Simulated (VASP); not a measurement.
# MgO (Fm-3m) in VASP: vibrations by perturbation theory with PBE

Aim: the vibrations by perturbation theory of MgO with PBE.

Everything below comes from runs of VASP 6.6.1. Logs are shortened: lines on timing, memory, paths and dates and some standing lists are left out, and cuts for length are marked.

## (1) The cell of the first run

It takes space group Fm-3m (No. 225, cubic). Conventional cell: a = 4.254 Å, b = 4.254 Å, c = 4.254 Å, α = 90.00°, β = 90.00°, γ = 90.00°. Mg (site symmetry m-3m) has 6 O at 2.13 Å within 2.8 Å. O (site symmetry m-3m) has 6 Mg at 2.13 Å within 2.8 Å.

## (2) Vibrations by perturbation theory, PBE

Contents of INCAR:

```
PREC = Accurate
ENCUT = 520
EDIFF = 1E-8
ISMEAR = 0
SIGMA = 0.01
LREAL = False
LASPH = True
NELM = 60
ALGO = Normal
ISIF = 2
LWAVE = False
LCHARG = False
GGA = PE
NBANDS = 11
IBRION = 8
NSW = 1
LEPSILON = True
```

Contents of KPOINTS:

```
regular mesh
0
Gamma
  10 10 10
```

Contents of POSCAR:

```
MgO
1.0
    0.0000000000      2.1268522623      2.1268522623
    2.1268522623      0.0000000000      2.1268522623
    2.1268522623      2.1268522623      0.0000000000
Mg O
1 1
Direct
    0.0000000000      0.0000000000      0.0000000000
    0.5000000000      0.5000000000      0.5000000000
```

Potentials or basis: VASP PAW PBE potentials, release 64 (Mg, O).

Started as:

```
$ cat potpaw_PBE.64/Mg/POTCAR potpaw_PBE.64/O/POTCAR > POTCAR
$ mpirun -np 1 vasp_std > vasp.out
```

OUTCAR:

```text
PREC = Accurate
   ENCUT = 520
   EDIFF = 1E-8
   ISMEAR = 0
   LREAL = False
   LASPH = True
   NELM = 60
   ISIF = 2
   GGA = PE
   IBRION = 8
   NSW = 1
   LEPSILON = True

 ion  position               nearest neighbor table
   1  0.000  0.000  0.000-   2 2.13   2 2.13   2 2.13   2 2.13   2 2.13   2 2.13
   2  0.500  0.500  0.500-   1 2.13   1 2.13   1 2.13   1 2.13   1 2.13   1 2.13

  LATTYP: Found a face centered cubic cell.
 ALAT       =     4.2537045246

  Lattice vectors:

 A1 = (   0.0000000000,   2.1268522623,   2.1268522623)
 A2 = (   2.1268522623,   0.0000000000,   2.1268522623)
 A3 = (   2.1268522623,   2.1268522623,   0.0000000000)

Analysis of symmetry for initial positions (statically):
=====================================================================
 Subroutine PRICEL returns:
 Original cell was already a primitive cell.

 Routine SETGRP: Setting up the symmetry group for a
 face centered cubic supercell.

 Subroutine GETGRP returns: Found 48 space group operations
 (whereof 48 operations were pure point group operations)
 out of a pool of 48 trial point group operations.

The static configuration has the point symmetry O_h .

Analysis of symmetry for dynamics (positions and initial velocities):
=====================================================================
 Subroutine PRICEL returns:
 Original cell was already a primitive cell.

 Routine SETGRP: Setting up the symmetry group for a
 face centered cubic supercell.

 Subroutine GETGRP returns: Found 48 space group operations
 (whereof 48 operations were pure point group operations)
 out of a pool of 48 trial point group operations.

The dynamic configuration has the point symmetry O_h .

 Subroutine INISYM returns: Found 48 space group operations
 (whereof 48 operations are pure point group operations),
 and found     1 'primitive' translations

----------------------------------------------------------------------------------------

                                     Primitive cell

  volume of cell :      19.2416

  direct lattice vectors                    reciprocal lattice vectors
     0.000000000  2.126852262  2.126852262    -0.235089201  0.235089201  0.235089201
     2.126852262  0.000000000  2.126852262     0.235089201 -0.235089201  0.235089201
     2.126852262  2.126852262  0.000000000     0.235089201  0.235089201 -0.235089201

  length of vectors
     3.007823315  3.007823315  3.007823315     0.407186441  0.407186441  0.407186441

  position of ions in fractional coordinates (direct lattice)
     0.000000000  0.000000000  0.000000000
     0.500000000  0.500000000  0.500000000

  ion indices of the primitive-cell ions
   primitive index   ion index
                 1           1
                 2           2

----------------------------------------------------------------------------------------

 KPOINTS: regular mesh

Automatic generation of k-mesh.
[... 487 lines left out ...]
           0.000000     3.234242    -0.000000
           0.000000    -0.000000     3.234242
 ------------------------------------------------------

 Free energy of the ion-electron system (eV)
  ---------------------------------------------------
  ---------------------------------------------------
  free energy    TOTEN  =        -0.12743673 eV

  energy without entropy =       -0.12743673

------------------------ aborting loop because EDIFF is reached ----------------------------------------

--------------------------------------- Ionic step        2  -------------------------------------------

------------------------ aborting loop because EDIFF is reached ----------------------------------------

--------------------------------------- Ionic step        3  -------------------------------------------

------------------------ aborting loop because EDIFF is reached ----------------------------------------

 PIEZOELECTRIC TENSOR FIELD DIRECTION 3  (e Angst)
 -----------------------------------------------------------------------------
    -0.00015  0.00000 -0.00000           ( -0.00001  0.00000 -0.00000)
     0.00000 -0.00015 -0.00000           (  0.00000 -0.00001  0.00000)
    -0.00000  0.00000 -0.00017           ( -0.00000  0.00000 -0.00001)

 PIEZOELECTRIC TENSOR FIELD DIRECTION 3  (C/m^2)
 -----------------------------------------------------------------------------
    -0.00012  0.00000 -0.00000
     0.00000 -0.00012 -0.00000
    -0.00000  0.00000 -0.00014

--------------------------------------- Ionic step        4  -------------------------------------------

------------------------ aborting loop because EDIFF is reached ----------------------------------------

[... ionic steps 5 to 6 ...]

--------------------------------------- Ionic step        7  -------------------------------------------

 Free energy of the ion-electron system (eV)
  ---------------------------------------------------
  ---------------------------------------------------
  free energy    TOTEN  =        -0.36011658 eV

  energy without entropy =       -0.36011658

------------------------ aborting loop because EDIFF is reached ----------------------------------------

 INTERNAL STRAIN TENSOR  FOR ION    2  DIRECTION 1   (eV/Angst):
 -----------------------------------------------------------------------------
    -0.00407  0.00000  0.00000
     0.00000  0.00666  0.00000
    -0.00000  0.00000  0.00666

 MACROSCOPIC STATIC DIELECTRIC TENSOR (including local field effects in DFT)
 ------------------------------------------------------
           3.170485    -0.000000    -0.000000
           0.000000     3.170485     0.000000
          -0.000000    -0.000000     3.170485
 ------------------------------------------------------

 PIEZOELECTRIC TENSOR (including local field effects)  for field in x, y, z        (e  Angst)
          XX          YY          ZZ          XY          YZ          ZX
  --------------------------------------------------------------------------------
  x     0.00000     0.00000     0.00000     0.00000     0.00000     0.00000
  y     0.00000     0.00000     0.00000     0.00000     0.00000     0.00000
  z     0.00000     0.00000     0.00000     0.00000     0.00000     0.00000

 PIEZOELECTRIC TENSOR (including local field effects)  for field in x, y, z        (C/m^2)
          XX          YY          ZZ          XY          YZ          ZX
  --------------------------------------------------------------------------------
  x     0.00000     0.00000     0.00000     0.00000     0.00000     0.00000
  y     0.00000     0.00000     0.00000     0.00000     0.00000     0.00000
  z     0.00000     0.00000     0.00000     0.00000     0.00000     0.00000

 BORN EFFECTIVE CHARGES (including local field effects) (in |e|, cummulative output)
 ---------------------------------------------------------------------------------
 ion    1
    1     1.98148     0.00000     0.00000
    2    -0.00000     1.98148     0.00000
    3     0.00000     0.00000     1.98148
 ion    2
    1    -1.98148     0.00000    -0.00000
    2     0.00000    -1.98148    -0.00000
    3    -0.00000    -0.00000    -1.98148

 INTERNAL STRAIN TENSOR FOR ION    2 for displacements in x,y,z  (eV/Angst):
          X           Y           Z          XY          YZ          ZX
  --------------------------------------------------------------------------------
  x     0.00000     0.00000     0.00000     0.00000     0.00000     0.00000
  y     0.00000     0.00000     0.00000     0.00000     0.00000     0.00000
  z     0.00000     0.00000     0.00000     0.00000     0.00000     0.00000

 SECOND DERIVATIVES (NOT SYMMETRIZED)
 ------------------------------------
               1X          1Y          1Z          2X          2Y          2Z
  1X    -4.792140    0.000000    0.000000    4.792140    0.000000    0.000000
  1Y     0.000000   -4.792140    0.000000    0.000000    4.792140    0.000000
  1Z     0.000000    0.000000   -4.792140    0.000000    0.000000    4.792140
  2X     4.810682    0.000000    0.000000   -4.810682    0.000000    0.000000
  2Y     0.000000    4.810682    0.000000    0.000000   -4.810682    0.000000
  2Z     0.000000    0.000000    4.810682    0.000000    0.000000   -4.810682

 Eigenvectors and eigenvalues of the dynamical matrix
 ----------------------------------------------------

   1 f  =   11.030454 THz    69.306389 2PiTHz  367.936354 cm-1    45.618273 meV
             X         Y         Z           dx          dy          dz
      0.000000  0.000000  0.000000     0.000000    0.629324    0.000000
      2.126852  2.126852  2.126852     0.000000   -0.777143    0.000000
[... 21 lines left out ...]
   6 f/i=    0.010417 THz     0.065450 2PiTHz    0.347462 cm-1     0.043080 meV
             X         Y         Z           dx          dy          dz
      0.000000  0.000000  0.000000     0.000000    0.000000    0.777143
      2.126852  2.126852  2.126852     0.000000    0.000000    0.629324

--------------------------------------------------------------------------------------------------------

 MACROSCOPIC STATIC DIELECTRIC TENSOR IONIC CONTRIBUTION
 ------------------------------------------------------
           7.690139    -0.000000     0.000000
          -0.000000     7.690139     0.000000
           0.000000     0.000000     7.690139
 ------------------------------------------------------

 ELASTIC MODULI CONTR FROM IONIC RELAXATION (kBar)
 Direction    XX          YY          ZZ          XY          YZ          ZX
 --------------------------------------------------------------------------------
 XX           0.0000      0.0000      0.0000      0.0000      0.0000      0.0000
 YY           0.0000      0.0000      0.0000      0.0000      0.0000      0.0000
 ZZ           0.0000      0.0000      0.0000      0.0000      0.0000      0.0000
 XY           0.0000      0.0000      0.0000      0.0000      0.0000      0.0000
 YZ           0.0000      0.0000      0.0000      0.0000      0.0000      0.0000
 ZX           0.0000      0.0000      0.0000      0.0000      0.0000      0.0000
 --------------------------------------------------------------------------------

 PIEZOELECTRIC TENSOR IONIC CONTR  for field in x, y, z        (C/m^2)
          XX          YY          ZZ          XY          YZ          ZX
  --------------------------------------------------------------------------------
  x     0.00000     0.00000     0.00000     0.00000     0.00000     0.00000
  y     0.00000     0.00000     0.00000     0.00000     0.00000     0.00000
  z     0.00000     0.00000     0.00000     0.00000     0.00000     0.00000
```

Wall time 4.1 min (1 thread of Intel Xeon 8259CL, shared host); peak memory 0.2 GiB.

What came out:

* Electronic dielectric tensor (diagonal): 3.17
* Born charges (mean of the diagonal): Mg +1.98; O -1.98 e
* Highest phonon frequency at Γ, LO-TO splitting left out: 368 cm⁻¹

Phonon frequencies in cm⁻¹ (negative: imaginary):
```tsv
q point	frequencies
(0.000, 0.000, 0.000)	0 0 0 368 368 368
```

Electronic dielectric tensor:
```
3.17 0.00 0.00
0.00 3.17 0.00
0.00 0.00 3.17
```

Born effective charge tensors (e):
atom 1, Mg
```
1.98 0.00 0.00
0.00 1.98 0.00
0.00 0.00 1.98
```
atom 2, O
```
-1.98  0.00  0.00
 0.00 -1.98  0.00
 0.00  0.00 -1.98
```
